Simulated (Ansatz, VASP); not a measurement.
# One calculation of Mo, two programs

```
Mo
1.0
    -1.58025    1.58025    1.58025
     1.58025   -1.58025    1.58025
     1.58025    1.58025   -1.58025
Mo
1
Direct
  0.00000 0.00000 0.00000
```

Alike in both runs: functional PBE; k mesh 18 × 18 × 18; occupations gaussian, width 0.1 eV; no spin polarisation.

Ansatz relaxed the structure, and its values are those at the end. VASP's run is a single point on that final structure, the one shown.

|  | VASP | Ansatz |
| --- | --- | --- |
| version | VASP 6.6.1 | Ansatz 0.2.0 |
| potentials or method | VASP PAW PBE potentials, release 64 (Mo_sv), cutoff 500 eV | scalar-relativistic, plane waves, PAW |
| valence electrons in the cell | 14 | 14 |

```csv
,VASP,Ansatz,Ansatz less VASP
gap on the k mesh at the Fermi level (eV),none,none,-
pressure (GPa),0.5,0.0,-0.53
```

A gap of «none» marks a metal or a gap that the smearing closes.
